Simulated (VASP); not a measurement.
Runs of VASP 6.6.1 on BiTe. The structure is that of space group R-3m (No. 166), or close to it. The cells are those of the table. 

```tsv
cell	gap on the mesh (eV)	pressure (GPa)
a = 4.467 Å, angles 65.7°, 2 atoms	none	-2.6
a = 4.512 Å, angles 66.8°, 2 atoms	none	-4.4
a = 4.431 Å, angles 70.1°, 2 atoms	none	-4.9
a = 4.385 Å, angles 69.0°, 2 atoms	none	(b)
a = 4.556 Å, angles 67.9°, 2 atoms	none	(a)
```

Alike in all rows: task single point; level r2SCAN; potentials or basis VASP PAW PBE potentials, release 64 (Bi_d, Te); no spin polarisation; k mesh 12 × 12 × 12; cutoff (eV) 520; smearing gaussian 0.15 eV.

Question: Estimate the missing entries.

Answer: (a) -5.8; (b) -3.2.

Caveats: the PAW data sets were made with another functional, which shifts forces and pressure a little; spin-orbit coupling is left out, which moves the levels of the heavy elements; the cell stands under tension (at least some runs).

A k mesh can miss the band edges, and the runs leave out spin-orbit coupling on Bi, Te.

A gap of «none» marks levels without a gap at the run's occupations.
